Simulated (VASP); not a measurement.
# TiSe2 in VASP: further runs, part 2 of 2

VASP 6.6.1.

## 3. Single point, PBE

The input, INCAR:

```
SYSTEM = TiSe2
PREC = Accurate ; ENCUT = 400
EDIFF = 1E-6 ; ISMEAR = 0
SIGMA = 0.02 ; LREAL = .False.
LASPH = .True. ; NELM = 120
ALGO = Normal ; ISIF = 2
LWAVE = .False. ; LCHARG = .True.
GGA = PE ; LELF = .True.
LVHAR = .True. ; NBANDS = 19
GGA_COMPAT = .False. ; NELMDL = -8
```

The input, KPOINTS:

```
Automatic mesh
0
Gamma
  17 17 1
  0 0 0
```

The input, POSCAR:

```
TiSe2
1.0
    3.5360000000      0.0000000000      0.0000000000
   -1.7680000000      3.0622658278      0.0000000000
    0.0000000000      0.0000000000     18.0644416000
Se Ti
2 1
Direct
    0.6666666700      0.3333333300      0.4151802800
    0.3333333300      0.6666666700      0.5848197200
    0.0000000000      0.0000000000      0.4994464263
```

Potentials or basis: VASP PAW PBE potentials, release 64 (Se, Ti_sv).

Command:

```bash
> cat potpaw_PBE.64/Se/POTCAR potpaw_PBE.64/Ti_sv/POTCAR > POTCAR
> mpirun -np 1 vasp_std > vasp.out
```

OUTCAR:

```text
SYSTEM = TiSe2
   PREC = Accurate
   ENCUT = 400
   EDIFF = 1E-6
   ISMEAR = 0
   LREAL = .False.
   LASPH = .True.
   NELM = 120
   ISIF = 2
   GGA = PE
   NELMDL = -8

 ion  position               nearest neighbor table
   1  0.667  0.333  0.415-   3 2.55   3 2.55   3 2.55
   2  0.333  0.667  0.585-   3 2.56   3 2.56   3 2.56
   3  0.000  0.000  0.499-   1 2.55   1 2.55   1 2.55   2 2.56   2 2.56   2 2.56

  LATTYP: Found a hexagonal cell.
 ALAT       =     3.5360000000
 C/A-ratio  =     5.1087221719

  Lattice vectors:

 A1 = (   3.5360000000,   0.0000000000,   0.0000000000)
 A2 = (  -1.7680000000,   3.0622658278,   0.0000000000)
 A3 = (   0.0000000000,   0.0000000000,  18.0644416000)

Analysis of symmetry for initial positions (statically):
=====================================================================
 Subroutine PRICEL returns:
 Original cell was already a primitive cell.

 Routine SETGRP: Setting up the symmetry group for a
 hexagonal supercell.

 Subroutine GETGRP returns: Found  6 space group operations
 (whereof  6 operations were pure point group operations)
 out of a pool of 24 trial point group operations.

The static configuration has the point symmetry C_3v.

Analysis of symmetry for dynamics (positions and initial velocities):
=====================================================================
 Subroutine PRICEL returns:
 Original cell was already a primitive cell.

 Routine SETGRP: Setting up the symmetry group for a
 hexagonal supercell.

 Subroutine GETGRP returns: Found  6 space group operations
 (whereof  6 operations were pure point group operations)
 out of a pool of 24 trial point group operations.

The dynamic configuration has the point symmetry C_3v.

 Subroutine INISYM returns: Found  6 space group operations
 (whereof  6 operations are pure point group operations),
 and found     1 'primitive' translations

[... 112 lines left out ...]
   EFERMI_NEDOS =   21; number of points for ismear=-14 and -15
   IALGO  =     38    algorithm
   IMIX   =      4    mixing-type and parameters
     AMIX     =   0.40;   BMIX     =  1.00
     AMIX_MAG =   1.60;   BMIX_MAG =  1.00
  volume/ion in A,a.u.               =      65.20       440.00
  Fermi-wavevector in a.u.,A,eV,Ry     =   0.813490  1.537272  9.003864  0.661765
  Thomas-Fermi vector in A             =   1.923224
   LORBIT       =      0    0 simple, 1 ext, 2 COOP (PROOUT), +10 PAW based schemes
   GGA     = PE    functional components
   LHFCALC =     F    Hartree Fock is set to
   AEXX    =    0.0000 exact exchange contribution
   IVDW    =     0    specifies the selected vdW correction
   LEPSILON=     F    determine dielectric tensor
   LRPA    =     F    only Hartree local field effects (RPA)
 non-spin polarized calculation
 Gauss-broadening in eV      SIGMA  =   0.02
  energy-cutoff  :      400.00
  volume of cell :      195.60
 maximum number of plane-waves:      3596
 NGX is ok and might be reduce to    24
   NGX = 11   NGY = 11   NGZ = 59

 number of electron      24.0000011 magnetization

 Free energy of the ion-electron system (eV)
  ---------------------------------------------------
  ext. energy  EPLUGINS =         0.00000000
  ---------------------------------------------------
  free energy    TOTEN  =       -18.18730667 eV

  energy without entropy =      -18.18707574  energy(sigma->0) =      -18.18719120

 E-fermi :  -1.9552     XC(G=0):  -3.9131

 val. band max:       -1.9886959599   @ k =   0.4706  -0.0000   0.0000
 cond. band min:      -1.9494766866   @ k =   0.4118  -0.0000   0.0000
 fundamental gap:      0.0392192733
 Fermi energy:        -1.9552395430

 k-point     1 :       0.0000    0.0000    0.0000
  band No.  band energies     occupation
      1     -59.6227      2.00000
      2     -35.8553      2.00000
      3     -35.8394      2.00000
      4     -35.8394      2.00000
      5     -15.6373      2.00000
      6     -14.6820      2.00000
[... 505 lines left out ...]
      6     -14.3296      2.00000
[... 11 lines left out ...]
     18       4.1944      0.00000
     19       4.3399      0.00000

 [... further k-points ...]

------------------------ aborting loop because EDIFF is reached ----------------------------------------

  FORCE on cell =-STRESS in cart. coord.  units (eV):
  Direction    XX          YY          ZZ          XY          YZ          ZX
  --------------------------------------------------------------------------------------
  -------------------------------------------------------------------------------------
  Total        0.2751340      0.2751340      0.5882749      0.0000000      0.0000000      0.0000000
  in kB        2.2535912      2.2535912      4.8184925      0.0000000      0.0000000      0.0000000
  external PRESSURE =       3.1085583 kB  Pullay stress =       0.0000000 kB

 VOLUME and BASIS-vectors are now :
 -----------------------------------------------------------------------------
  energy-cutoff  :      400.00
  volume of cell :      195.60
      direct lattice vectors                 reciprocal lattice vectors
     3.536000000  0.000000000  0.000000000     0.282805430  0.163277791  0.000000000
    -1.768000000  3.062265828  0.000000000     0.000000000  0.326555582  0.000000000
     0.000000000  0.000000000 18.064441600     0.000000000  0.000000000  0.055357371

 POSITION                                       TOTAL-FORCE (eV/Angst)
 -----------------------------------------------------------------------------------
      1.76800      1.02076      7.50000        -0.000000     -0.000000     -0.282774
     -0.00000      2.04151     10.56444         0.000000     -0.000000      0.162667
      0.00000      0.00000      9.02222        -0.000000      0.000000      0.120107
 -----------------------------------------------------------------------------------
    total drift:                               -0.000000     -0.000000      0.000005

  FREE ENERGIE OF THE ION-ELECTRON SYSTEM (eV)
  ---------------------------------------------------
  free  energy   TOTEN  =       -18.1873066674 eV

  energy  without entropy=      -18.1870757366  energy(sigma->0) =      -18.18719120
```

OSZICAR:

```text
N       E                     dE             d eps       ncg     rms          rms(c)
DAV:   1     0.148970357084E+03    0.14897E+03   -0.10192E+04  1518   0.850E+02
DAV:   2     0.460360636544E-01   -0.14892E+03   -0.14514E+03  1566   0.234E+02
DAV:   3    -0.202112802936E+02   -0.20257E+02   -0.20048E+02  2102   0.746E+01
[... 17 lines left out ...]
DAV:  21    -0.181872216520E+02   -0.10502E-04   -0.63725E-06  1382   0.153E-02    0.507E-03
DAV:  22    -0.181872827597E+02   -0.61108E-04   -0.36419E-06  1238   0.836E-03    0.314E-03
DAV:  23    -0.181872948387E+02   -0.12079E-04   -0.31677E-07  1255   0.209E-03    0.225E-03
DAV:  24    -0.181873042768E+02   -0.94380E-05   -0.69498E-07  1099   0.350E-03    0.680E-04
DAV:  25    -0.181873059844E+02   -0.17077E-05   -0.87010E-08  1108   0.120E-03    0.331E-04
DAV:  26    -0.181873066674E+02   -0.68297E-06   -0.38267E-08   988   0.588E-04
   1 F= -.18187307E+02 E0= -.18187191E+02  d E =-.230931E-03
```

Run time: 2 min. Hardware: 1 thread of Intel Xeon 8259CL, shared host; peak memory 0.29 GiB.

Results:

```
Free energy            : -18.1873 eV
Largest force          : 0.283 eV/Å
Band gap on the k mesh : zero (bands 12 and 13 overlap by 0.45 eV)
```

Forces on the atoms (eV/Å):
```
Se   0.000  0.000 -0.283
Se   0.000  0.000  0.163
Ti   0.000  0.000  0.120
```

Levels at points of the mesh, in eV from the Fermi level:
```csv
k point,band 10,band 11,band 12,band 13,band 14,band 15
"(0.00, 0.00, 0.00)",-1.40,0.42,0.42,0.44,0.44,0.82
```

Caveat: there is no dipole correction, which matters where the two faces differ.

## 4. Single point, PBE

The input, INCAR:

```
  ALGO = Normal
  EDIFF = 1E-6
  ENCUT = 400
  GGA = PE
  GGA_COMPAT = False
  ISIF = 2
  ISMEAR = 0
  LASPH = True
  LCHARG = True
  LELF = True
  LREAL = False
  LVHAR = True
  LWAVE = False
  NBANDS = 19
  NELM = 120
  NELMDL = -8
  PREC = Accurate
  SIGMA = 0.02
```

The input, KPOINTS:

```
k-points
0
Gamma
  17 17 1
```

Edit POSCAR of step 3 so:

```diff
@@ -10,2 +10,2 @@
     0.3333333300      0.6666666700      0.5848197200
-    0.0000000000      0.0000000000      0.4994464263
+    0.0000000000      0.0000000000      0.5000000000
```

Command:

```bash
> cat potpaw_PBE.64/Se/POTCAR potpaw_PBE.64/Ti_sv/POTCAR > POTCAR
> mpirun -np 1 vasp_std > vasp.out
```

Run time: 2 min. Hardware: 1 thread of Intel Xeon 8259CL, shared host; peak memory 0.29 GiB.

Results (log left out):

| Property | Result |
| --- | --- |
| Free energy | -18.1879 eV |
| Largest force | 0.223 eV/Å |
| Band gap on the k mesh | zero (bands 12 and 13 overlap by 0.45 eV) |

Forces in eV/Å, atoms in the order of the input:
```
Se   0.000  0.000 -0.223
Se   0.000  0.000  0.223
Ti   0.000  0.000  0.000
```

Levels at points of the mesh, in eV from the Fermi level:
```tsv
k point	band 9	band 10	band 11	band 12	band 13	band 14	band 15	band 16
(0.00, 0.00, 0.00)	-2.27	-1.40	0.42	0.42	0.44	0.44	0.82	3.51
```

Caveat: there is no dipole correction, which matters where the two faces differ.

The gap in the log of VASP goes by the Fermi energy; the results here count the filled bands.